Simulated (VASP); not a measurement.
# SiW: relaxation of cell and atoms with PBEsol

Crystal: SiW.

```
W Si
1.0
     0.00000    2.62544    2.62544
     2.62544    0.00000    2.62544
     2.62544    2.62544    0.00000
W Si
1 1
Direct
  0.00000 0.00000 0.00000
  0.25000 0.25000 0.25000
```

| Property | Result |
| --- | --- |
| Program | VASP 6.6.1 |
| Task | relaxation of cell and atoms |
| Functional | PBEsol |
| Potentials or basis | VASP PAW PBE potentials, release 64 (W_sv, Si) |
| Cutoff | 600 eV |
| k mesh | 6 × 6 × 6 |
| Occupations | gaussian, width 0.1 eV |
| Spin | no spin polarisation |
| Dipole correction | no |
| Further INCAR settings | ALGO = Normal; EDIFF = 1e-06; IBRION = 2; EDIFFG = -0.05; NSW = 100; ISIF = 3 |

```
Relaxed volume                         : 21.15 Å³/atom
Relaxed cell                           : a = 3.911 Å, b = 3.911 Å, c = 3.911 Å, α = 60.00°, β = 60.00°, γ = 60.00°
Space group after relaxing (to 0.05 Å) : F-43m (No. 216)
Energy gained by relaxing              : 206.9 meV/atom
Ionic steps                            : 4
Pressure after relaxing                : -0.2 GPa
Band gap on the k mesh                 : zero (band 9 reaches 6.20 eV, above the bottom of band 10 at 5.58 eV)
```

Step by step:
| step | energy change (eV) | largest force (eV/Å) | pressure (GPa) | volume (Å³) |
| --- | --- | --- | --- | --- |
| 1 | 0.0000 | 0.0000 | 24.83 | 36.19 |
| 2 | 0.2770 | 0.0000 | -17.02 | 52.96 |
| 3 | -0.4128 | 0.0000 | -0.96 | 42.59 |
| 4 | -0.4139 | 0.0000 | -0.17 | 42.30 |

Final structure:
```
W Si
1.0
     0.00000    2.76546    2.76546
     2.76546    0.00000    2.76546
     2.76546    2.76546    0.00000
W Si
1 1
Direct
  0.00000 0.00000 0.00000
  0.25000 0.25000 0.25000
```

Levels at points of the mesh, in eV from the Fermi level:
```tsv
k point	band 6	band 7	band 8	band 9	band 10	band 11	band 12	band 13
(0.00, 0.00, 0.00)	-2.71	-2.71	-2.71	-0.08	-0.08	5.51	7.23	7.23
(0.50, 0.00, 0.00)	-3.68	-2.32	-2.32	0.46	0.46	0.57	4.63	4.63
(0.50, 0.50, 0.00)	-4.52	-1.14	-0.81	-0.81	0.40	0.99	1.96	1.96
```

It took 44 s on 1 thread of Intel(R) Xeon(R) Platinum 8259CL CPU @ 2.50GHz (Skylake/Cascade Lake), with other jobs on the host, peak memory 0.18 GiB.

Caveat: the volume moved by over 15 % at a fixed basis, so the end points are rough; the PAW data sets were made with another functional, which shifts forces and pressure a little; spin-orbit coupling is left out, which moves the levels of the heavy elements.
